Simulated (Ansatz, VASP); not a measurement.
Two plane-wave programs on Hf

The input INCAR:

```
SYSTEM = Hf
PREC = Accurate ; ENCUT = 520
EDIFF = 1E-6 ; ISMEAR = 0
SIGMA = 0.15 ; LREAL = .False.
LASPH = .True. ; NELM = 60
ALGO = Fast ; ISIF = 2
LWAVE = .False. ; LCHARG = .False.
GGA = CA ; NBANDS = 11
```

Contents of KPOINTS:

```
regular mesh
0
Gamma
  18 18 18
  0 0 0
```

File POSCAR:

```
Hf
1.0
    0.0000000000      2.2634364461      2.0709473406
    2.2054499206      0.0000000000      2.0709473406
    2.2054499206      2.2634364461      0.0000000000
Hf
1
Direct
    0.0000000000      0.0000000000      0.0000000000
```

Input for Ansatz:

```yaml
crystal:
  lattice:
    - [0.0, 2.2634364461, 2.0709473406]
    - [2.2054499206, 0.0, 2.0709473406]
    - [2.2054499206, 2.2634364461, 0.0]
  atoms:
    - { symbol: Hf, position: [0.0, 0.0, 0.0] }
basis:
  ecutwfc: 420
kpoints:
  mp_grid: { grid: [18, 18, 18] }
hamiltonian:
  xc: lda
scf:
  occupations: { method: gaussian, width: 0.15 }
output:
  forces: true
  stress: true
  eigenvalues: true
```

Change from the starting cell: strain +e along x and -e along y -0.0133, strain +e along z and -e/2 along x and y -0.0500.

Alike in both runs: task single point; functional LDA; k mesh 18 × 18 × 18; occupations gaussian, width 0.15 eV; no spin polarisation.

|  | VASP | Ansatz |
| --- | --- | --- |
| version | VASP 6.6.1 | Ansatz 0.2.0 |
| potentials or method | VASP PAW LDA potentials, release 64 (Hf_pv), cutoff 520 eV | scalar-relativistic, plane waves, PAW |
| valence electrons in the cell | 10 | 26 |

```csv
,VASP,Ansatz,Ansatz less VASP
gap on the k mesh at the Fermi level (eV),none,none,-
pressure (GPa),0.3,0.2,-0.03
"traceless stress, the component that is largest in VASP (GPa)",2.28,2.27,-0.014
```

LDA's correlation is that of Perdew and Zunger in VASP and of Perdew and Wang (1992) in Ansatz. A gap of «none» marks a metal or a gap that the smearing closes. VASP's potentials hold 10 valence electrons a cell and Ansatz's 26, so a difference there can come from the potentials and not from the codes.

Spin-orbit coupling is off throughout.
